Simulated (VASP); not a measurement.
# PbS (Fm-3m) in VASP: further runs

The runs below take PbS through single point, with PBEsol, r2SCAN.

Everything below comes from runs of VASP 6.6.1. Logs are shortened: lines on timing, memory, paths and dates and some standing lists are left out, and cuts for length are marked.

**1. The cell of the first run**

Symmetry: Fm-3m, No. 225, cubic system. The conventional cell has a = 5.902 Å, b = 5.902 Å, c = 5.902 Å, α = 90.00°, β = 90.00°, γ = 90.00°. Pb (site symmetry m-3m) has 6 S at 2.95 Å within 3.9 Å. Within 3.9 Å of S (site symmetry m-3m) lie 6 Pb at 2.95 Å.

**2. Single point, PBEsol**

Contents of INCAR:

```
SYSTEM = PbS
PREC = Accurate
ENCUT = 520
EDIFF = 1E-6
ISMEAR = -1
SIGMA = 0.02
LREAL = .FALSE.
LASPH = .TRUE.
NELM = 60
ALGO = Normal
ISIF = 2
LWAVE = .FALSE.
LCHARG = .TRUE.
GGA = PS
LELF = .TRUE.
LVHAR = .TRUE.
NBANDS = 17
```

Contents of KPOINTS:

```
Automatic mesh
0
G
  6 6 6
  0 0 0
```

Contents of POSCAR:

```
PbS
1.0
    0.0000000000      2.9509063524      2.9509063524
    2.9509063524      0.0000000000      2.9509063524
    2.9509063524      2.9509063524      0.0000000000
Pb S
1 1
Direct
    0.0000000000      0.0000000000      0.0000000000
    0.5000000000      0.5000000000      0.5000000000
```

Potentials or basis: VASP PAW PBE potentials, release 64 (Pb_d, S).

Launch:

```bash
cat potpaw_PBE.64/Pb_d/POTCAR potpaw_PBE.64/S/POTCAR > POTCAR
mpirun -np 1 vasp_std > vasp.out
```

OUTCAR:

```text
SYSTEM = PbS
   PREC = Accurate
   ENCUT = 520
   EDIFF = 1E-6
   ISMEAR = -1
   LREAL = .FALSE.
   LASPH = .TRUE.
   NELM = 60
   ISIF = 2
   GGA = PS

 ion  position               nearest neighbor table
   1  0.000  0.000  0.000-   2 2.95   2 2.95   2 2.95   2 2.95   2 2.95   2 2.95
   2  0.500  0.500  0.500-   1 2.95   1 2.95   1 2.95   1 2.95   1 2.95   1 2.95

  LATTYP: Found a face centered cubic cell.
 ALAT       =     5.9018127048

  Lattice vectors:

 A1 = (   0.0000000000,   2.9509063524,   2.9509063524)
 A2 = (   2.9509063524,   0.0000000000,   2.9509063524)
 A3 = (   2.9509063524,   2.9509063524,   0.0000000000)

Analysis of symmetry for initial positions (statically):
=====================================================================
 Subroutine PRICEL returns:
 Original cell was already a primitive cell.

 Routine SETGRP: Setting up the symmetry group for a
 face centered cubic supercell.

 Subroutine GETGRP returns: Found 48 space group operations
 (whereof 48 operations were pure point group operations)
 out of a pool of 48 trial point group operations.

The static configuration has the point symmetry O_h .

Analysis of symmetry for dynamics (positions and initial velocities):
=====================================================================
 Subroutine PRICEL returns:
 Original cell was already a primitive cell.

 Routine SETGRP: Setting up the symmetry group for a
 face centered cubic supercell.

 Subroutine GETGRP returns: Found 48 space group operations
 (whereof 48 operations were pure point group operations)
 out of a pool of 48 trial point group operations.

The dynamic configuration has the point symmetry O_h .

 Subroutine INISYM returns: Found 48 space group operations
 (whereof 48 operations are pure point group operations),
 and found     1 'primitive' translations

----------------------------------------------------------------------------------------

                                     Primitive cell

  volume of cell :      51.3921

  direct lattice vectors                    reciprocal lattice vectors
     0.000000000  2.950906352  2.950906352    -0.169439467  0.169439467  0.169439467
     2.950906352  0.000000000  2.950906352     0.169439467 -0.169439467  0.169439467
     2.950906352  2.950906352  0.000000000     0.169439467  0.169439467 -0.169439467

  length of vectors
     4.173211785  4.173211785  4.173211785     0.293477766  0.293477766  0.293477766

  position of ions in fractional coordinates (direct lattice)
     0.000000000  0.000000000  0.000000000
     0.500000000  0.500000000  0.500000000

  ion indices of the primitive-cell ions
   primitive index   ion index
                 1           1
                 2           2

----------------------------------------------------------------------------------------

 KPOINTS: Automatic mesh

Automatic generation of k-mesh.
 Grid dimensions read from file:
 generate k-points for:    6    6    6

 Generating k-lattice:

  Cartesian coordinates                     Fractional coordinates (reciprocal lattice)
    -0.028239911  0.028239911  0.028239911     0.166666667  0.000000000  0.000000000
     0.028239911 -0.028239911  0.028239911     0.000000000  0.166666667  0.000000000
     0.028239911  0.028239911 -0.028239911     0.000000000  0.000000000  0.166666667

  Length of vectors
     0.048912961  0.048912961  0.048912961

  Shift w.r.t. Gamma in fractional coordinates (k-lattice)
     0.000000000  0.000000000  0.000000000

 Subroutine IBZKPT returns following result:
 ===========================================

 Found     16 irreducible k-points:

 Following reciprocal coordinates:
            Coordinates               Weight
  0.000000  0.000000  0.000000      1.000000
  0.166667  0.000000  0.000000      8.000000
  0.333333  0.000000  0.000000      8.000000
  0.500000  0.000000  0.000000      4.000000
  0.166667  0.166667  0.000000      6.000000
  0.333333  0.166667  0.000000     24.000000
[... 8 lines left out ...]
 -0.333333  0.333333  0.166667     24.000000
 -0.333333  0.500000  0.166667     12.000000
   k-points           NKPTS =     16   k-points in BZ     NKDIM =     16   number of bands    NBANDS=     17
   number of dos      NEDOS =    301   number of ions     NIONS =      2
   total plane-waves  NPLWV =  32768
   dimension x,y,z NGX =    32 NGY =   32 NGZ =   32
   dimension x,y,z NGXF=    64 NGYF=   64 NGZF=   64
   ions per type =               1   1
   NGX,Y,Z   is equivalent  to a cutoff of  12.75, 12.75, 12.75 a.u.
   NGXF,Y,Z  is equivalent  to a cutoff of  25.50, 25.50, 25.50 a.u.
 SYSTEM =  PbS
   PREC   = accura    normal or accurate (medium, high low for compatibility)
   ISTART =      0    job   : 0-new  1-cont  2-samecut
   ICHARG =      2    charge: 1-file 2-atom 10-const
   ISPIN  =      1    spin polarized calculation?
   LNONCOLLINEAR =      F non collinear calculations
   LSORBIT =      F    spin-orbit coupling
   LASPH  =      T    aspherical Exc in radial PAW
   ENCUT  =  520.0 eV  38.22 Ry    6.18 a.u.   7.76  7.76  7.76*2*pi/ulx,y,z
   NELM   =     60;   NELMIN=  2; NELMDL= -5     # of ELM steps
   EDIFF  = 0.1E-05   stopping-criterion for ELM
   LREAL  =      F    real-space projection
   EDIFFG = 0.1E-04   stopping-criterion for IOM
   NSW    =      0    number of steps for IOM
   IBRION =     -1    ionic relax: 0-MD 1-quasi-New 2-CG
   NFREE  =      0    steps in history (QN), initial steepest desc. (CG)
   ISIF   =      2    stress and relaxation
   ISYM   =      2    0-nonsym 1-usesym 2-fastsym
   POTIM  = 0.5000    time-step for ionic-motion
   TEBEG  =    0.0;   TEEND  =   0.0 temperature during run
   PSTRESS=    0.0 pullay stress
   NELECT =      20.0000    total number of electrons
   NUPDOWN=      -1.0000    fix difference up-down
   EMIN   =  10.00;   EMAX   =-10.00  energy-range for DOS
   EFERMI =   0.00;   METHOD = LEGACY
   ISMEAR =    -1;   SIGMA  =   0.02  broadening in eV -4-tet -1-fermi 0-gaus
   EFERMI_NEDOS =   21; number of points for ismear=-14 and -15
   IALGO  =     38    algorithm
   IMIX   =      4    mixing-type and parameters
     AMIX     =   0.40;   BMIX     =  1.00
     AMIX_MAG =   1.60;   BMIX_MAG =  1.00
  volume/ion in A,a.u.               =      25.70       173.41
  Fermi-wavevector in a.u.,A,eV,Ry     =   1.195233  2.258664 19.437052  1.428583
  Thomas-Fermi vector in A             =   2.331204
   LORBIT       =      0    0 simple, 1 ext, 2 COOP (PROOUT), +10 PAW based schemes
   GGA     = PS    functional components
   LHFCALC =     F    Hartree Fock is set to
   AEXX    =    0.0000 exact exchange contribution
   IVDW    =     0    specifies the selected vdW correction
   LEPSILON=     F    determine dielectric tensor
   LRPA    =     F    only Hartree local field effects (RPA)
 non-spin polarized calculation
  energy-cutoff  :      520.00
  volume of cell :       51.39
 maximum number of plane-waves:      1411
   NGX = 15   NGY = 15   NGZ = 15

 number of electron      19.9999997 magnetization

 Free energy of the ion-electron system (eV)
  ---------------------------------------------------
  ext. energy  EPLUGINS =         0.00000000
  ---------------------------------------------------
  free energy    TOTEN  =        -9.45953846 eV

  energy without entropy =       -9.45947761  energy(sigma->0) =       -9.45950803

 E-fermi :   6.0026     XC(G=0):  -9.9587

 val. band max:        5.9030943328   @ k =   0.5000   0.0000   0.0000
 cond. band min:       6.1020282071   @ k =   0.5000   0.0000   0.0000
 fundamental gap:      0.1989338744
 Fermi energy:         6.0025612712

 k-point     1 :       0.0000    0.0000    0.0000
  band No.  band energies     occupation
      1     -10.8799      2.00000
      2     -10.8799      2.00000
      3     -10.8799      2.00000
      4     -10.8672      2.00000
      5     -10.8672      2.00000
      6      -7.8564      2.00000
[... 9 lines left out ...]
     16      12.4928      0.00000
     17      14.2863      0.00000

 k-point     2 :       0.1667    0.0000    0.0000
  band No.  band energies     occupation
      1     -10.8796      2.00000
      2     -10.8796      2.00000
      3     -10.8788      2.00000
      4     -10.8636      2.00000
      5     -10.8636      2.00000
      6      -7.6138      2.00000
[... 9 lines left out ...]
     16      13.1138      0.00000
     17      16.2307      0.00000

 k-point     3 :       0.3333    0.0000    0.0000
  band No.  band energies     occupation
      1     -10.8950      2.00000
      2     -10.8950      2.00000
      3     -10.8776      2.00000
      4     -10.8400      2.00000
      5     -10.8400      2.00000
      6      -6.9935      2.00000
[... 9 lines left out ...]
     16      14.5390      0.00000
     17      18.0968      0.00000

 k-point     4 :       0.5000    0.0000    0.0000
  band No.  band energies     occupation
      1     -10.9031      2.00000
      2     -10.9031      2.00000
      3     -10.8773      2.00000
      4     -10.8277      2.00000
      5     -10.8277      2.00000
      6      -6.5503      2.00000
[... 9 lines left out ...]
     16      15.9524      0.00000
     17      16.3847      0.00000
[... 183 lines left out ...]
      1     -10.9553      2.00000
      2     -10.8813      2.00000
      3     -10.8720      2.00000
      4     -10.8368      2.00000
      5     -10.8315      2.00000
      6      -6.4963      2.00000
[... 9 lines left out ...]
     16      16.4594      0.00000
     17      16.8076      0.00000

 k-point    15 :      -0.3333    0.3333    0.1667
  band No.  band energies     occupation
      1     -10.9674      2.00000
      2     -10.8773      2.00000
      3     -10.8596      2.00000
      4     -10.8561      2.00000
      5     -10.8215      2.00000
      6      -6.1769      2.00000
[... 9 lines left out ...]
     16      17.2498      0.00000
     17      17.6019      0.00000

 k-point    16 :      -0.3333    0.5000    0.1667
  band No.  band energies     occupation
      1     -11.0047      2.00000
      2     -10.8856      2.00000
      3     -10.8575      2.00000
      4     -10.8383      2.00000
      5     -10.8135      2.00000
      6      -6.0521      2.00000
[... 9 lines left out ...]
     16      17.7405      0.00000
     17      18.1351      0.00000

------------------------ aborting loop because EDIFF is reached ----------------------------------------

  FORCE on cell =-STRESS in cart. coord.  units (eV):
  Direction    XX          YY          ZZ          XY          YZ          ZX
  --------------------------------------------------------------------------------------
  -------------------------------------------------------------------------------------
  Total       -0.0171041     -0.0171041     -0.0171041     -0.0000000     -0.0000000      0.0000000
  in kB       -0.5332299     -0.5332299     -0.5332299     -0.0000000     -0.0000000      0.0000000
  external PRESSURE =      -0.5332299 kB  Pullay stress =       0.0000000 kB

 VOLUME and BASIS-vectors are now :
 -----------------------------------------------------------------------------
  energy-cutoff  :      520.00
  volume of cell :       51.39
      direct lattice vectors                 reciprocal lattice vectors
     0.000000000  2.950906352  2.950906352    -0.169439467  0.169439467  0.169439467
     2.950906352  0.000000000  2.950906352     0.169439467 -0.169439467  0.169439467
     2.950906352  2.950906352  0.000000000     0.169439467  0.169439467 -0.169439467

 POSITION                                       TOTAL-FORCE (eV/Angst)
 -----------------------------------------------------------------------------------
      0.00000      0.00000      0.00000         0.000000      0.000000      0.000000
      2.95091      2.95091      2.95091        -0.000000     -0.000000     -0.000000
 -----------------------------------------------------------------------------------
    total drift:                                0.000000     -0.000000     -0.000000

  FREE ENERGIE OF THE ION-ELECTRON SYSTEM (eV)
  ---------------------------------------------------
  free  energy   TOTEN  =        -9.4595384584 eV

  energy  without entropy=       -9.4594776066  energy(sigma->0) =       -9.45950803
```

It took 9.3 s on 1 thread of Intel Xeon 6455B, shared host; peak memory 0.17 GiB.

Results:

| Property | Result |
| --- | --- |
| Free energy | -9.4595 eV |
| Pressure | -0.1 GPa |
| Band gap on the k mesh | 0.20 eV, direct |

Caveat: the PAW data sets were made with another functional, which shifts forces and pressure a little; spin-orbit coupling is left out, which moves the levels of the heavy elements.

**3. Single point, r2SCAN**

This run uses another cell than the first one, of 26.66 Å³/atom, 1.037 times its volume.

Contents of POSCAR:

```
PbS
1.0
    0.0000000000      2.9872321667      2.9872321667
    2.9872321667      0.0000000000      2.9872321667
    2.9872321667      2.9872321667      0.0000000000
Pb S
1 1
Direct
    0.0000000000      0.0000000000      0.0000000000
    0.5000000000      0.5000000000      0.5000000000
```

Contents of INCAR.step1:

```
SYSTEM = PbS
PREC = Accurate
ENCUT = 520
ISMEAR = -1
SIGMA = 0.02
LREAL = .FALSE.
LASPH = .TRUE.
NELM = 60
NBANDS = 17
GGA = PE
ALGO = Normal
EDIFF = 1E-4
LWAVE = .TRUE.
LCHARG = .FALSE.
```

Contents of INCAR.step2:

```
SYSTEM = PbS
PREC = Accurate
ENCUT = 520
EDIFF = 1E-6
ISMEAR = -1
SIGMA = 0.02
LREAL = .FALSE.
LASPH = .TRUE.
NELM = 60
ALGO = Normal
ISIF = 2
LWAVE = .FALSE.
LCHARG = .FALSE.
METAGGA = R2SCAN
LMIXTAU = .TRUE.
NBANDS = 17
ISTART = 1
```

Contents of KPOINTS:

```
regular mesh
0
G
  6 6 6
  0 0 0
```

Potentials or basis: VASP PAW PBE potentials, release 64 (Pb_d, S).

Launch:

```bash
cat potpaw_PBE.64/Pb_d/POTCAR potpaw_PBE.64/S/POTCAR > POTCAR
cp INCAR.step1 INCAR
mpirun -np 1 vasp_std > vasp.out
cp INCAR.step2 INCAR
mpirun -np 1 vasp_std > vasp.out
```

It took 36 s on 1 thread of Intel Xeon 6455B, shared host; peak memory 0.18 GiB.

It converged, with:

```
Free energy            : -65.6132 eV
Pressure               : 0.0 GPa
Band gap on the k mesh : 0.70 eV, direct
```

Levels at points of the mesh, in eV from the valence-band top:
| k point | band 7 | band 8 | band 9 | band 10 | band 11 | band 12 | band 13 | band 14 |
| --- | --- | --- | --- | --- | --- | --- | --- | --- |
| (0.00, 0.00, 0.00) | -6.13 | -2.20 | -2.20 | -2.20 | 5.51 | 5.51 | 5.51 | 7.21 |
| (0.50, 0.00, 0.00) | -8.96 | -1.81 | -1.81 | 0.00 | 0.70 | 2.25 | 2.25 | 9.16 |
| (0.50, 0.50, 0.00) | -7.31 | -5.17 | -3.45 | -3.45 | 4.26 | 5.95 | 6.02 | 6.02 |

Caveat: the PAW data sets were made with another functional, which shifts forces and pressure a little; spin-orbit coupling is left out, which moves the levels of the heavy elements. A k mesh can miss the band edges.
